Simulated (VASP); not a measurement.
Runs of VASP 6.6.1 on HfC5. The structure is that of space group Pmmm (No. 47), or close to it. The cells are those of the table. 

```tsv
task	cell	k mesh	cutoff (eV)	smearing	gap on the mesh (eV)	pressure (GPa)	largest force (eV/Å)
single point	a = 4.325, b = 4.797, c = 8.238 Å, 12 atoms	8 × 6 × 4	520	gaussian 0.1 eV	none	(a)	0.01
relaxation of cell and atoms	relaxed from a = 4.491, b = 5.079, c = 6.297 Å, 12 atoms	4 × 3 × 3	600	gaussian 0.2 eV	none	0.2	0.04
single point	a = 4.324, b = 4.795, c = 7.997 Å, 12 atoms	8 × 6 × 4	520	gaussian 0.1 eV	none	0.3	0.01
single point	a = 4.336, b = 4.797, c = 7.194 Å, 12 atoms	4 × 3 × 3	520	gaussian 0.2 eV	none	0.1	0.01
```

Alike in all rows: level PBE; potentials or basis VASP PAW PBE potentials, release 64 (Hf_pv, C); no spin polarisation.

**Question.** Fill in the values left out.

**Answer.** (a) 0.0.

Caveats: some runs use coarse meshes; spin-orbit coupling is left out, which moves the levels of the heavy elements; the relaxation stopped at a loose force limit of 0.08 eV/Å, so its end isn't a converged minimum (at least some runs).

A k mesh can miss the band edges, and the runs leave out spin-orbit coupling on Hf.

A gap of «none» marks levels without a gap at the run's occupations.
